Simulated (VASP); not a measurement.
# HgSe (zinc blende type) (F-43m) in VASP: single point with HSE06

Aim: the single point of HgSe (zinc blende type) with HSE06.

Program: VASP 6.6.1. These are calculated values, not measurements. Logs are shortened: lines on timing, memory, paths and dates and some standing lists are left out, and cuts for length are marked.

**1. The cell of the first run**

Symmetry: F-43m, No. 216, cubic system. Conventional cell: a = 6.270 Å, b = 6.270 Å, c = 6.270 Å, α = 90.00°, β = 90.00°, γ = 90.00°. Within 3.6 Å of Hg (site symmetry -43m) lie 4 Se at 2.71 Å. Se (site symmetry -43m) has 4 Hg at 2.71 Å within 3.6 Å.

**2. Single point, HSE06**

POSCAR

```
HgSe
1.0
    0.0000000000      3.1350000000      3.1350000000
    3.1350000000      0.0000000000      3.1350000000
    3.1350000000      3.1350000000      0.0000000000
Hg Se
1 1
Direct
    0.0000000000      0.0000000000      0.0000000000
    0.2500000000      0.2500000000      0.2500000000
```

INCAR.step1

```
SYSTEM = HgSe
PREC = Accurate
ENCUT = 400
EDIFF = 1E-5
ISMEAR = -1
SIGMA = 0.02
LREAL = .False.
LASPH = .True.
NELM = 120
ALGO = Normal
ISIF = 2
LWAVE = .True.
GGA = PE
NBANDS = 16
GGA_COMPAT = .False.
```

INCAR.step2

```
SYSTEM = HgSe
PREC = Accurate
ENCUT = 400
EDIFF = 1E-6
ISMEAR = -1
SIGMA = 0.02
LREAL = .False.
LASPH = .True.
NELM = 120
ALGO = Normal
ISIF = 2
LWAVE = .False.
LCHARG = .True.
GGA = PE
LHFCALC = .True.
HFSCREEN = 0.2079
PRECFOCK = Normal
LELF = .True.
LVHAR = .True.
ISTART = 1
NBANDS = 16
GGA_COMPAT = .False.
```

KPOINTS

```
Automatic mesh
0
Gamma
  6 6 6
  0 0 0
```

Potentials or basis: VASP PAW PBE potentials, release 64 (Hg, Se).

Launch:

```bash
cat potpaw_PBE.64/Hg/POTCAR potpaw_PBE.64/Se/POTCAR > POTCAR
cp INCAR.step1 INCAR
mpirun -np 1 vasp_std > vasp.out
cp INCAR.step2 INCAR
mpirun -np 1 vasp_std > vasp.out
```

OUTCAR:

```text
SYSTEM = HgSe
   PREC = Accurate
   ENCUT = 400
   EDIFF = 1E-6
   ISMEAR = -1
   LREAL = .False.
   LASPH = .True.
   NELM = 120
   ISIF = 2
   GGA = PE
   LHFCALC = .True.
   HFSCREEN = 0.2079
   PRECFOCK = Normal
   ISTART = 1

 ion  position               nearest neighbor table
   1  0.000  0.000  0.000-   2 2.71   2 2.71   2 2.71   2 2.71
   2  0.250  0.250  0.250-   1 2.71   1 2.71   1 2.71   1 2.71

  LATTYP: Found a face centered cubic cell.
 ALAT       =     6.2700000000

  Lattice vectors:

 A1 = (   0.0000000000,   3.1350000000,   3.1350000000)
 A2 = (   3.1350000000,   0.0000000000,   3.1350000000)
 A3 = (   3.1350000000,   3.1350000000,   0.0000000000)

Analysis of symmetry for initial positions (statically):
=====================================================================
 Subroutine PRICEL returns:
 Original cell was already a primitive cell.

 Routine SETGRP: Setting up the symmetry group for a
 face centered cubic supercell.

 Subroutine GETGRP returns: Found 24 space group operations
 (whereof 24 operations were pure point group operations)
 out of a pool of 48 trial point group operations.

The static configuration has the point symmetry T_d .

Analysis of symmetry for dynamics (positions and initial velocities):
=====================================================================
 Subroutine PRICEL returns:
 Original cell was already a primitive cell.

 Routine SETGRP: Setting up the symmetry group for a
 face centered cubic supercell.

 Subroutine GETGRP returns: Found 24 space group operations
 (whereof 24 operations were pure point group operations)
 out of a pool of 48 trial point group operations.

The dynamic configuration has the point symmetry T_d .

 Subroutine INISYM returns: Found 24 space group operations
 (whereof 24 operations are pure point group operations),
 and found     1 'primitive' translations

----------------------------------------------------------------------------------------

                                     Primitive cell

  volume of cell :      61.6230

  direct lattice vectors                    reciprocal lattice vectors
     0.000000000  3.135000000  3.135000000    -0.159489633  0.159489633  0.159489633
     3.135000000  0.000000000  3.135000000     0.159489633 -0.159489633  0.159489633
     3.135000000  3.135000000  0.000000000     0.159489633  0.159489633 -0.159489633

  length of vectors
     4.433559518  4.433559518  4.433559518     0.276244148  0.276244148  0.276244148

  position of ions in fractional coordinates (direct lattice)
     0.000000000  0.000000000  0.000000000
     0.250000000  0.250000000  0.250000000

  ion indices of the primitive-cell ions
   primitive index   ion index
                 1           1
                 2           2

----------------------------------------------------------------------------------------

 KPOINTS: Automatic mesh

Automatic generation of k-mesh.
 Grid dimensions read from file:
 generate k-points for:    6    6    6

 Generating k-lattice:

  Cartesian coordinates                     Fractional coordinates (reciprocal lattice)
    -0.026581606  0.026581606  0.026581606     0.166666667  0.000000000  0.000000000
     0.026581606 -0.026581606  0.026581606     0.000000000  0.166666667  0.000000000
     0.026581606  0.026581606 -0.026581606     0.000000000  0.000000000  0.166666667

  Length of vectors
     0.046040691  0.046040691  0.046040691

  Shift w.r.t. Gamma in fractional coordinates (k-lattice)
     0.000000000  0.000000000  0.000000000

 Subroutine IBZKPT returns following result:
 ===========================================

 Found     16 irreducible k-points:

 Following reciprocal coordinates:
            Coordinates               Weight
  0.000000  0.000000  0.000000      1.000000
  0.166667  0.000000  0.000000      8.000000
  0.333333  0.000000  0.000000      8.000000
  0.500000  0.000000  0.000000      4.000000
  0.166667  0.166667  0.000000      6.000000
  0.333333  0.166667  0.000000     24.000000
[... 8 lines left out ...]
 -0.333333  0.333333  0.166667     24.000000
 -0.333333  0.500000  0.166667     12.000000
   k-points           NKPTS =     16   k-points in BZ     NKDIM =    216   number of bands    NBANDS=     16
   number of dos      NEDOS =    301   number of ions     NIONS =      2
   total plane-waves  NPLWV =  27000
   dimension x,y,z NGX =    30 NGY =   30 NGZ =   30
   dimension x,y,z NGXF=    60 NGYF=   60 NGZF=   60
   ions per type =               1   1
   NGX,Y,Z   is equivalent  to a cutoff of  11.25, 11.25, 11.25 a.u.
   NGXF,Y,Z  is equivalent  to a cutoff of  22.50, 22.50, 22.50 a.u.
 SYSTEM =  HgSe
   PREC   = accura    normal or accurate (medium, high low for compatibility)
   ISTART =      1    job   : 0-new  1-cont  2-samecut
   ICHARG =      0    charge: 1-file 2-atom 10-const
   ISPIN  =      1    spin polarized calculation?
   LNONCOLLINEAR =      F non collinear calculations
   LSORBIT =      F    spin-orbit coupling
   LASPH  =      T    aspherical Exc in radial PAW
   ENCUT  =  400.0 eV  29.40 Ry    5.42 a.u.   7.23  7.23  7.23*2*pi/ulx,y,z
   NELM   =    120;   NELMIN=  2; NELMDL=  0     # of ELM steps
   EDIFF  = 0.1E-05   stopping-criterion for ELM
   LREAL  =      F    real-space projection
   EDIFFG = 0.1E-04   stopping-criterion for IOM
   NSW    =      0    number of steps for IOM
   IBRION =     -1    ionic relax: 0-MD 1-quasi-New 2-CG
   NFREE  =      0    steps in history (QN), initial steepest desc. (CG)
   ISIF   =      2    stress and relaxation
   ISYM   =      3    0-nonsym 1-usesym 2-fastsym
   POTIM  = 0.5000    time-step for ionic-motion
   TEBEG  =    0.0;   TEEND  =   0.0 temperature during run
   PSTRESS=    0.0 pullay stress
   NELECT =      18.0000    total number of electrons
   NUPDOWN=      -1.0000    fix difference up-down
   EMIN   =  10.00;   EMAX   =-10.00  energy-range for DOS
   EFERMI =   0.00;   METHOD = LEGACY
   ISMEAR =    -1;   SIGMA  =   0.02  broadening in eV -4-tet -1-fermi 0-gaus
   EFERMI_NEDOS =   21; number of points for ismear=-14 and -15
   IALGO  =     38    algorithm
   IMIX   =      1    mixing-type and parameters
     AMIX     =   0.40;   BMIX     =  1.00
     AMIX_MAG =   1.60;   BMIX_MAG =  1.00
  volume/ion in A,a.u.               =      30.81       207.93
  Fermi-wavevector in a.u.,A,eV,Ry     =   1.086221  2.052660 16.053183  1.179876
  Thomas-Fermi vector in A             =   2.222353
   LORBIT       =      0    0 simple, 1 ext, 2 COOP (PROOUT), +10 PAW based schemes
   GGA     = PE    functional components
   LHFCALC =     T    Hartree Fock is set to
   PRECFOCK=normal    Normal, Fast or Accurate (Low or Medium for compatibility)
   ENCUT4O =  -1.0   cutoff for four orbital integrals eV
   NKREDX  =     1    reduce k-point grid by
   NKREDY  =     1    reduce k-point grid by
   NKREDZ  =     1    reduce k-point grid by
   AEXX    =    0.2500 exact exchange contribution
   HFSCREEN=    0.2079 screening length (either q_TF or 0.3 A-1)
   HFSCREENC=   0.2079 screening length for correlation (either q_TF or 0.3 A-1)
   ENCUTFOCK=  -1.0 apply spherical cutoff to Coloumb kernel
   IVDW    =     0    specifies the selected vdW correction
   LEPSILON=     F    determine dielectric tensor
   LRPA    =     F    only Hartree local field effects (RPA)
 non-spin polarized calculation
  energy-cutoff  :      400.00
  volume of cell :       61.62
 maximum number of plane-waves:      1139
 NGX is ok and might be reduce to    30
  NGX = 24; NGY = 24; NGZ = 24

 number of electron      18.0000007 magnetization

 Free energy of the ion-electron system (eV)
  ---------------------------------------------------
  ext. energy  EPLUGINS =         0.00000000
  ---------------------------------------------------
  free energy    TOTEN  =        -5.26698421 eV

  energy without entropy =       -5.26663048  energy(sigma->0) =       -5.26680734

 E-fermi :   0.3926     XC(G=0):  -7.1916

 val. band max:        0.3787728484   @ k =   0.0000   0.0000   0.0000
 cond. band min:       1.7622697252   @ k =   0.1667   0.0000   0.0000
 fundamental gap:      1.3834968768
 Fermi energy:         0.3926364291

 k-point     1 :       0.0000    0.0000    0.0000
  band No.  band energies     occupation
      1     -13.6269      2.00000
      2      -7.3089      2.00000
      3      -7.3089      2.00000
      4      -7.3089      2.00000
      5      -6.7122      2.00000
      6      -6.7122      2.00000
[... 8 lines left out ...]
     15      12.5956      0.00000
     16      12.5956      0.00000

 k-point     2 :       0.1667    0.0000    0.0000
  band No.  band energies     occupation
      1     -13.5240      2.00000
      2      -7.2662      2.00000
      3      -7.2662      2.00000
      4      -7.2264      2.00000
      5      -6.7137      2.00000
      6      -6.7137      2.00000
[... 8 lines left out ...]
     15      11.5509      0.00000
     16      11.5509      0.00000

 k-point     3 :       0.3333    0.0000    0.0000
  band No.  band energies     occupation
      1     -13.3108      2.00000
      2      -7.1929      2.00000
      3      -7.1929      2.00000
      4      -6.8779      2.00000
      5      -6.6981      2.00000
      6      -6.6981      2.00000
[... 8 lines left out ...]
     15      11.8470      0.00000
     16      11.8470      0.00000

 k-point     4 :       0.5000    0.0000    0.0000
  band No.  band energies     occupation
      1     -13.2005      2.00000
      2      -7.1650      2.00000
      3      -7.1650      2.00000
      4      -6.6776      2.00000
      5      -6.6776      2.00000
      6      -6.4260      2.00000
[... 8 lines left out ...]
     15      13.1575      0.00000
     16      13.1575      0.00000
[... 172 lines left out ...]
 k-point    14 :       0.5000    0.3333    0.1667
  band No.  band energies     occupation
      1     -13.1682      2.00000
      2      -7.0998      2.00000
      3      -7.0738      2.00000
      4      -6.8582      2.00000
      5      -6.6767      2.00000
      6      -6.5506      2.00000
[... 8 lines left out ...]
     15      13.2192      0.00000
     16      14.0170      0.00000

 k-point    15 :      -0.3333    0.3333    0.1667
  band No.  band energies     occupation
      1     -13.0952      2.00000
      2      -7.0758      2.00000
      3      -7.0357      2.00000
      4      -6.7587      2.00000
      5      -6.7081      2.00000
      6      -6.2820      2.00000
[... 8 lines left out ...]
     15      12.9461      0.00000
     16      14.0239      0.00000

 k-point    16 :      -0.3333    0.5000    0.1667
  band No.  band energies     occupation
      1     -13.0591      2.00000
      2      -7.0425      2.00000
      3      -6.9771      2.00000
      4      -6.8261      2.00000
      5      -6.6790      2.00000
      6      -6.2393      2.00000
[... 8 lines left out ...]
     15      13.7814      0.00000
     16      13.8459      0.00000

------------------------ aborting loop because EDIFF is reached ----------------------------------------

  FORCE on cell =-STRESS in cart. coord.  units (eV):
  Direction    XX          YY          ZZ          XY          YZ          ZX
  --------------------------------------------------------------------------------------
  -------------------------------------------------------------------------------------
  Total       -0.7272162     -0.7272162     -0.7272162      0.0000000      0.0000000     -0.0000000
  in kB      -18.9073863    -18.9073863    -18.9073863      0.0000000      0.0000000     -0.0000000
  external PRESSURE =     -18.9073863 kB  Pullay stress =       0.0000000 kB

 VOLUME and BASIS-vectors are now :
 -----------------------------------------------------------------------------
  energy-cutoff  :      400.00
  volume of cell :       61.62
      direct lattice vectors                 reciprocal lattice vectors
     0.000000000  3.135000000  3.135000000    -0.159489633  0.159489633  0.159489633
     3.135000000  0.000000000  3.135000000     0.159489633 -0.159489633  0.159489633
     3.135000000  3.135000000  0.000000000     0.159489633  0.159489633 -0.159489633

 POSITION                                       TOTAL-FORCE (eV/Angst)
 -----------------------------------------------------------------------------------
      0.00000      0.00000      0.00000         0.000000      0.000000      0.000000
      1.56750      1.56750      1.56750        -0.000000     -0.000000     -0.000000
 -----------------------------------------------------------------------------------
    total drift:                                0.000016      0.000021      0.000013

  FREE ENERGIE OF THE ION-ELECTRON SYSTEM (eV)
  ---------------------------------------------------
  free  energy   TOTEN  =        -5.2669842112 eV

  energy  without entropy=       -5.2666304771  energy(sigma->0) =       -5.26680734
```

Run time: 31 min. Hardware: 1 thread of Intel Xeon Platinum 8488C (Sapphire Rapids), shared host; peak memory 0.29 GiB.

What came out:

- Free energy: -5.2670 eV
- Pressure: -1.9 GPa
- Band gap on the k mesh: zero (filled and empty bands touch)

Caveat: the PAW data sets were made with another functional, which shifts forces and pressure a little; spin-orbit coupling is left out, which moves the levels of the heavy elements.

The gap in the log of VASP goes by the Fermi energy; the results here count the filled bands.